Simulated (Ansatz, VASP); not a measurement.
# Two plane-wave programs on ZnO

```
Zn O
1.0
     3.27949    0.00000    0.00000
     0.00000    5.29327    0.00000
     0.00000    0.00000   27.30718
Zn O
10 10
Direct
  0.00000 0.46595 0.28741
  0.50000 0.00248 0.30503
  0.50000 0.50074 0.38124
  0.00000 0.00753 0.41210
  0.00000 0.50511 0.48361
  0.50000 0.00511 0.51639
  0.50000 0.50753 0.58790
  0.00000 0.00074 0.61876
  0.00000 0.50248 0.69497
  0.50000 0.96595 0.71259
  0.00000 0.11962 0.27531
  0.50000 0.62492 0.30961
  0.50000 0.12504 0.37797
  0.00000 0.62714 0.41387
  0.00000 0.12642 0.48222
  0.50000 0.62642 0.51778
  0.50000 0.12714 0.58613
  0.00000 0.62504 0.62203
  0.00000 0.12492 0.69039
  0.50000 0.61962 0.72469
```

Alike in both runs: functional PBE; k mesh 8 × 5 × 1; occupations gaussian, width 0.05 eV; no spin polarisation.

Ansatz relaxed the structure, and its values are those at the end. VASP's run is a single point on that final structure, the one shown.

|  | VASP | Ansatz |
| --- | --- | --- |
| version | VASP 6.6.1 | Ansatz 0.2.0 |
| potentials or method | VASP PAW PBE potentials, release 64 (Zn, O_h), cutoff 910 eV | scalar-relativistic, plane waves, PAW |
| valence electrons in the cell | 180 | 180 |

|  | VASP | Ansatz | Ansatz less VASP |
| --- | --- | --- | --- |
| gap on the k mesh at the Fermi level (eV) | 0.83 | 0.84 | +0.011 |
| least direct gap on the mesh (eV) | 0.83 | 0.84 | +0.011 |
| rms of the force components (eV/Å) | 0.024 | 0.006 | -0.0182 |

Ansatz's warnings: xc potential rough in thin density.

Noted on VASP's run: the cutoff is under 1.25 times that of the potentials, so the pressure is a little rough.
